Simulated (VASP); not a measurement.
# Cu (Cmcm) in VASP: notebook

The runs below take Cu through single point, with PBEsol.

All numbers are computed with VASP 6.6.1; they aren't measurements. Logs are shortened: lines on timing, memory, paths and dates and some standing lists are left out, and cuts for length are marked.

### 1 The cell of the first run

Symmetry: Cmcm, No. 63, orthorhombic system. The conventional cell has a = 2.269 Å, b = 4.366 Å, c = 4.117 Å, α = 90.00°, β = 90.00°, γ = 90.00°. Cu (site symmetry m2m) has 12 Cu at 2.27 to 2.52 Å within 3.0 Å.

### 2 Single point, PBEsol (strain -0.1000 x Voigt [1, 0, 0, 0, 0, 0])

File INCAR:

```
SYSTEM = Cu
PREC = Accurate ; ENCUT = 520
EDIFF = 1E-6 ; ISMEAR = 0
SIGMA = 0.15 ; LREAL = .False.
LASPH = .True. ; NELM = 60
ALGO = Fast ; ISIF = 2
LWAVE = .False. ; LCHARG = .False.
GGA = PS ; NBANDS = 18
```

File KPOINTS:

```
Automatic mesh
0
Gamma
  30 30 14
  0 0 0
```

File POSCAR:

```
Cu
1.0
    2.2685319228      0.0000000000      0.0000000000
   -1.1342659614      2.1828958605      0.0000000000
    0.0000000000      0.0000000000      4.1165232668
Cu
2
Direct
    0.3333333333      0.6666666667      0.2500000000
    0.6666666667      0.3333333333      0.7500000000
```

Potentials or basis: VASP PAW PBE potentials, release 64 (Cu).

On the command line:

```bash
$ cat potpaw_PBE.64/Cu/POTCAR > POTCAR
$ mpirun -np 1 vasp_std > vasp.out
```

OUTCAR:

```text
SYSTEM = Cu
   PREC = Accurate
   ENCUT = 520
   EDIFF = 1E-6
   ISMEAR = 0
   LREAL = .False.
   LASPH = .True.
   NELM = 60
   ISIF = 2
   GGA = PS

 ion  position               nearest neighbor table
   1  0.333  0.667  0.250-   2 2.46   2 2.46   2 2.46   2 2.46   2 2.52   2 2.52
   2  0.667  0.333  0.750-   1 2.46   1 2.46   1 2.46   1 2.46   1 2.52   1 2.52

  LATTYP: Found a base centered orthorhombic cell.
 ALAT       =     2.2685319228
 B/A-ratio  =     1.9245008973
 C/A-ratio  =     1.8146199423

  Lattice vectors:

 A1 = (   1.1342659614,  -2.1828958605,   0.0000000000)
 A2 = (   1.1342659614,   2.1828958605,   0.0000000000)
 A3 = (   0.0000000000,   0.0000000000,   4.1165232668)

Analysis of symmetry for initial positions (statically):
=====================================================================
 Subroutine PRICEL returns:
 Original cell was already a primitive cell.

 Routine SETGRP: Setting up the symmetry group for a
 base centered orthorhombic supercell.

 Subroutine GETGRP returns: Found  8 space group operations
 (whereof  4 operations were pure point group operations)
 out of a pool of  8 trial point group operations.

The static configuration has the point symmetry C_2h.
 The point group associated with its full space group is D_2h.

Analysis of symmetry for dynamics (positions and initial velocities):
=====================================================================
 Subroutine PRICEL returns:
 Original cell was already a primitive cell.

 Routine SETGRP: Setting up the symmetry group for a
 base centered orthorhombic supercell.

 Subroutine GETGRP returns: Found  8 space group operations
 (whereof  4 operations were pure point group operations)
 out of a pool of  8 trial point group operations.

The dynamic configuration has the point symmetry C_2h.
 The point group associated with its full space group is D_2h.

 Subroutine INISYM returns: Found  8 space group operations
 (whereof  4 operations are pure point group operations),
 and found     1 'primitive' translations

----------------------------------------------------------------------------------------

                                     Primitive cell

  volume of cell :      20.3849

  direct lattice vectors                    reciprocal lattice vectors
     2.268531923  0.000000000  0.000000000     0.440813722  0.229053529  0.000000000
    -1.134265961  2.182895860  0.000000000     0.000000000  0.458107058  0.000000000
     0.000000000  0.000000000  4.116523267     0.000000000  0.000000000  0.242923442

  length of vectors
     2.268531923  2.459998701  4.116523267     0.496771835  0.458107058  0.242923442

  position of ions in fractional coordinates (direct lattice)
     0.333333333  0.666666667  0.250000000
     0.666666667  0.333333333  0.750000000

  ion indices of the primitive-cell ions
   primitive index   ion index
                 1           1
                 2           2

----------------------------------------------------------------------------------------

 KPOINTS: Automatic mesh

Automatic generation of k-mesh.
 Grid dimensions read from file:
 generate k-points for:   30   30   14

 Generating k-lattice:

  Cartesian coordinates                     Fractional coordinates (reciprocal lattice)
     0.014693791  0.007635118  0.000000000     0.033333333  0.000000000  0.000000000
     0.000000000  0.015270235  0.000000000     0.000000000  0.033333333  0.000000000
     0.000000000  0.000000000  0.017351674     0.000000000  0.000000000  0.071428571

  Length of vectors
     0.016559061  0.015270235  0.017351674

  Shift w.r.t. Gamma in fractional coordinates (k-lattice)
     0.000000000  0.000000000  0.000000000

 Subroutine IBZKPT returns following result:
 ===========================================

 Found   1928 irreducible k-points:

 Following reciprocal coordinates:
            Coordinates               Weight
  0.000000  0.000000  0.000000      1.000000
  0.033333  0.000000  0.000000      4.000000
  0.066667  0.000000  0.000000      4.000000
  0.100000  0.000000  0.000000      4.000000
  0.133333  0.000000  0.000000      4.000000
  0.166667  0.000000  0.000000      4.000000
[... 16 lines left out ...]
  0.200000  0.033333  0.000000      4.000000
  0.233333  0.033333  0.000000      4.000000
 [... further k-points ...]
   k-points           NKPTS =   1928   k-points in BZ     NKDIM =   1928   number of bands    NBANDS=     18
   number of dos      NEDOS =    301   number of ions     NIONS =      2
   total plane-waves  NPLWV =  10368
   dimension x,y,z NGX =    18 NGY =   18 NGZ =   32
   dimension x,y,z NGXF=    36 NGYF=   36 NGZF=   64
   ions per type =               2
   NGX,Y,Z   is equivalent  to a cutoff of  13.19, 12.16, 12.92 a.u.
   NGXF,Y,Z  is equivalent  to a cutoff of  26.38, 24.33, 25.85 a.u.
 SYSTEM =  Cu
   PREC   = accura    normal or accurate (medium, high low for compatibility)
   ISTART =      0    job   : 0-new  1-cont  2-samecut
   ICHARG =      2    charge: 1-file 2-atom 10-const
   ISPIN  =      1    spin polarized calculation?
   LNONCOLLINEAR =      F non collinear calculations
   LSORBIT =      F    spin-orbit coupling
   LASPH  =      T    aspherical Exc in radial PAW
   ENCUT  =  520.0 eV  38.22 Ry    6.18 a.u.   4.22  4.57  7.65*2*pi/ulx,y,z
   NELM   =     60;   NELMIN=  2; NELMDL= -5     # of ELM steps
   EDIFF  = 0.1E-05   stopping-criterion for ELM
   LREAL  =      F    real-space projection
   EDIFFG = 0.1E-04   stopping-criterion for IOM
   NSW    =      0    number of steps for IOM
   IBRION =     -1    ionic relax: 0-MD 1-quasi-New 2-CG
   NFREE  =      0    steps in history (QN), initial steepest desc. (CG)
   ISIF   =      2    stress and relaxation
   ISYM   =      2    0-nonsym 1-usesym 2-fastsym
   POTIM  = 0.5000    time-step for ionic-motion
   TEBEG  =    0.0;   TEEND  =   0.0 temperature during run
   PSTRESS=    0.0 pullay stress
   NELECT =      22.0000    total number of electrons
   NUPDOWN=      -1.0000    fix difference up-down
   EMIN   =  10.00;   EMAX   =-10.00  energy-range for DOS
   EFERMI =   0.00;   METHOD = LEGACY
   ISMEAR =     0;   SIGMA  =   0.15  broadening in eV -4-tet -1-fermi 0-gaus
   EFERMI_NEDOS =   21; number of points for ismear=-14 and -15
   IALGO  =     68    algorithm
   IMIX   =      4    mixing-type and parameters
     AMIX     =   0.40;   BMIX     =  1.00
     AMIX_MAG =   1.60;   BMIX_MAG =  1.00
  volume/ion in A,a.u.               =      10.19        68.78
  Fermi-wavevector in a.u.,A,eV,Ry     =   1.679240  3.173304 38.366369  2.819849
  Thomas-Fermi vector in A             =   2.763187
   LORBIT       =      0    0 simple, 1 ext, 2 COOP (PROOUT), +10 PAW based schemes
   GGA     = PS    functional components
   LHFCALC =     F    Hartree Fock is set to
   AEXX    =    0.0000 exact exchange contribution
   IVDW    =     0    specifies the selected vdW correction
   LEPSILON=     F    determine dielectric tensor
   LRPA    =     F    only Hartree local field effects (RPA)
 non-spin polarized calculation
 RMM-DIIS sequential band-by-band and
 Gauss-broadening in eV      SIGMA  =   0.15
  energy-cutoff  :      520.00
  volume of cell :       20.38
 maximum number of plane-waves:       567
 NGX is ok and might be reduce to    18
   NGX =  9   NGY =  9   NGZ = 15

 number of electron      21.9999981 magnetization

 Free energy of the ion-electron system (eV)
  ---------------------------------------------------
  ext. energy  EPLUGINS =         0.00000000
  ---------------------------------------------------
  free energy    TOTEN  =        -8.32059144 eV

  energy without entropy =       -8.31451654  energy(sigma->0) =       -8.31755399

 E-fermi :   9.3948     XC(G=0): -13.7854

 val. band max:        9.3940022721   @ k =   0.1000   0.4333   0.0000
 cond. band min:       9.3948637812   @ k =   0.1000   0.0333   0.0000
 fundamental gap:      0.0008615091
 Fermi energy:         9.3948468728

 k-point     1 :       0.0000    0.0000    0.0000
  band No.  band energies     occupation
      1      -1.1992      2.00000
      2       3.2299      2.00000
      3       5.4041      2.00000
      4       5.4868      2.00000
      5       5.7656      2.00000
      6       6.4042      2.00000
[... 10 lines left out ...]
     17      35.2623      0.00000
     18      36.6600      0.00000

 k-point     2 :       0.0333    0.0000    0.0000
  band No.  band energies     occupation
      1      -1.1548      2.00000
      2       3.2606      2.00000
      3       5.4125      2.00000
      4       5.5064      2.00000
      5       5.7747      2.00000
      6       6.3948      2.00000
[... 10 lines left out ...]
     17      34.4185      0.00000
     18      35.3997      0.00000

 k-point     3 :       0.0667    0.0000    0.0000
  band No.  band energies     occupation
      1      -1.0222      2.00000
      2       3.3508      2.00000
      3       5.4342      2.00000
      4       5.5647      2.00000
      5       5.8011      2.00000
      6       6.3706      2.00000
[... 10 lines left out ...]
     17      33.7433      0.00000
     18      34.5621      0.00000

 k-point     4 :       0.1000    0.0000    0.0000
  band No.  band energies     occupation
      1      -0.8031      2.00000
      2       3.4948      2.00000
      3       5.4578      2.00000
      4       5.6599      2.00000
      5       5.8412      2.00000
      6       6.1183      2.00000
[... 375 lines left out ...]
      4       5.3440      2.00000
      5       5.8338      2.00000
      6       6.0145      2.00000
[... 10 lines left out ...]
     17      33.1951      0.00000
     18      33.4777      0.00000

 k-point    23 :       0.2000    0.0333    0.0000
  band No.  band energies     occupation
      1       0.5685      2.00000
      2       4.1869      2.00000
      3       5.0925      2.00000
      4       5.3121      2.00000
      5       5.8355      2.00000
      6       6.1796      2.00000
[... 10 lines left out ...]
     17      31.6865      0.00000
     18      32.9986      0.00000

 k-point    24 :       0.2333    0.0333    0.0000
  band No.  band energies     occupation
      1       1.1004      2.00000
      2       4.3194      2.00000
      3       4.8739      2.00000
      4       5.3163      2.00000
      5       5.8231      2.00000
      6       6.1816      2.00000
[... 10 lines left out ...]
     17      30.5748      0.00000
     18      32.5535      0.00000

 [... further k-points ...]

------------------------ aborting loop because EDIFF is reached ----------------------------------------

  FORCE on cell =-STRESS in cart. coord.  units (eV):
  Direction    XX          YY          ZZ          XY          YZ          ZX
  --------------------------------------------------------------------------------------
  -------------------------------------------------------------------------------------
  Total        6.0844320      2.0970304      1.8673869      0.0000000      0.0000000      0.0000000
  in kB      478.2138375    164.8188273    146.7697002      0.0000000      0.0000000      0.0000000
  external PRESSURE =     263.2674550 kB  Pullay stress =       0.0000000 kB

 VOLUME and BASIS-vectors are now :
 -----------------------------------------------------------------------------
  energy-cutoff  :      520.00
  volume of cell :       20.38
      direct lattice vectors                 reciprocal lattice vectors
     2.268531923  0.000000000  0.000000000     0.440813722  0.229053529  0.000000000
    -1.134265961  2.182895860  0.000000000     0.000000000  0.458107058  0.000000000
     0.000000000  0.000000000  4.116523267     0.000000000  0.000000000  0.242923442

 POSITION                                       TOTAL-FORCE (eV/Angst)
 -----------------------------------------------------------------------------------
     -0.00000      1.45526      1.02913         0.000000      0.210657      0.000000
      1.13427      0.72763      3.08739        -0.000000     -0.210657     -0.000000
 -----------------------------------------------------------------------------------
    total drift:                                0.000000     -0.000000      0.000000

  FREE ENERGIE OF THE ION-ELECTRON SYSTEM (eV)
  ---------------------------------------------------
  free  energy   TOTEN  =        -8.3205914396 eV

  energy  without entropy=       -8.3145165393  energy(sigma->0) =       -8.31755399
```

Wall time 10 min (1 thread of Oxide Virtual Turin-like, shared host); peak memory 0.59 GiB.

Results:

* Free energy: -8.3206 eV
* Pressure: 26.3 GPa
* Largest force: 0.211 eV/Å
* Band gap on the k mesh: zero (bands 11 and 12 overlap by 6.66 eV)

Forces in eV/Å, atoms in the order of the input:
```
Cu   0.000  0.211  0.000
Cu   0.000 -0.211  0.000
```

Levels at points of the mesh, in eV from the Fermi level:
| k point | band 8 | band 9 | band 10 | band 11 | band 12 | band 13 | band 14 | band 15 |
| --- | --- | --- | --- | --- | --- | --- | --- | --- |
| (0.00, 0.00, 0.00) | -2.81 | -2.56 | -2.03 | -2.01 | -1.83 | 3.75 | 21.17 | 23.65 |
| (0.50, 0.00, 0.00) | -1.87 | -1.70 | -1.62 | 0.38 | 2.49 | 8.71 | 9.18 | 11.76 |
| (0.00, 0.50, 0.00) | -1.76 | -1.72 | -1.67 | -0.37 | 1.30 | 7.24 | 7.70 | 10.53 |
| (0.00, 0.00, 0.50) | -3.04 | -2.28 | -2.28 | -2.06 | -2.06 | 12.27 | 12.27 | 22.33 |
| (0.50, 0.00, 0.50) | -2.15 | -1.60 | -1.60 | 0.76 | 0.76 | 6.42 | 6.42 | 17.05 |
| (0.00, 0.50, 0.50) | -2.31 | -1.70 | -1.70 | -0.30 | -0.30 | 4.79 | 4.79 | 17.12 |

Caveat: the cell differs from its parent crystal (strain -0.1000 x Voigt [1, 0, 0, 0, 0, 0]); the stress differs along the axes, from 15 to 48 GPa; the PAW data sets were made with another functional, which shifts forces and pressure a little.

### 3 Single point, PBEsol (strain +0.1000 x Voigt [1, 0, 0, 0, 0, 0])

File INCAR:

```
ALGO = Fast
EDIFF = 1E-6
ENCUT = 520
GGA = PS
ISIF = 2
ISMEAR = 0
LASPH = T
LCHARG = F
LREAL = F
LWAVE = F
NBANDS = 18
NELM = 100
PREC = Accurate
SIGMA = 0.15
```

File KPOINTS:

```
k-points
0
Gamma
  30 30 14
```

File POSCAR:

```
Cu
1.0
    2.7726501279      0.0000000000      0.0000000000
   -1.3863250640      2.1828958605      0.0000000000
    0.0000000000      0.0000000000      4.1165232668
Cu
2
Direct
    0.3333333333      0.6666666667      0.2500000000
    0.6666666667      0.3333333333      0.7500000000
```

Potentials or basis: VASP PAW PBE potentials, release 64 (Cu).

On the command line:

```bash
$ cat potpaw_PBE.64/Cu/POTCAR > POTCAR
$ mpirun -np 1 vasp_std > vasp.out
```

It took 15 min on 1 thread of Oxide Virtual Turin-like, shared host; peak memory 0.71 GiB.

It converged, with:

```
Free energy            : -8.4755 eV
Pressure               : -11.0 GPa
Largest force          : 0.158 eV/Å
Band gap on the k mesh : zero (bands 11 and 12 overlap by 5.36 eV)
```

Forces in eV/Å, atoms in the order of the input:
```
Cu   0.000 -0.158  0.000
Cu   0.000  0.158  0.000
```

Stress tensor (GPa, compression positive):
```
-15.81   0.00   0.00
  0.00 -10.12   0.00
  0.00   0.00  -7.17
```

Levels at points of the mesh, in eV from the Fermi level:
```csv
k point,band 9,band 10,band 11,band 12,band 13,band 14
"(0.00, 0.00, 0.00)",-2.32,-1.69,-1.60,-0.43,4.15,18.73
"(0.50, 0.00, 0.00)",-1.59,-1.46,-0.24,1.02,7.36,7.90
"(0.00, 0.50, 0.00)",-1.50,-1.45,0.32,1.90,8.50,8.90
"(0.00, 0.00, 0.50)",-1.90,-1.90,-1.77,-1.77,13.21,13.21
"(0.50, 0.00, 0.50)",-1.59,-1.59,0.25,0.25,4.08,4.08
"(0.00, 0.50, 0.50)",-1.50,-1.50,1.06,1.06,5.29,5.29
```

Caveat: the cell differs from its parent crystal (strain +0.1000 x Voigt [1, 0, 0, 0, 0, 0]); the stress differs along the axes, from -16 to -7 GPa; the PAW data sets were made with another functional, which shifts forces and pressure a little.
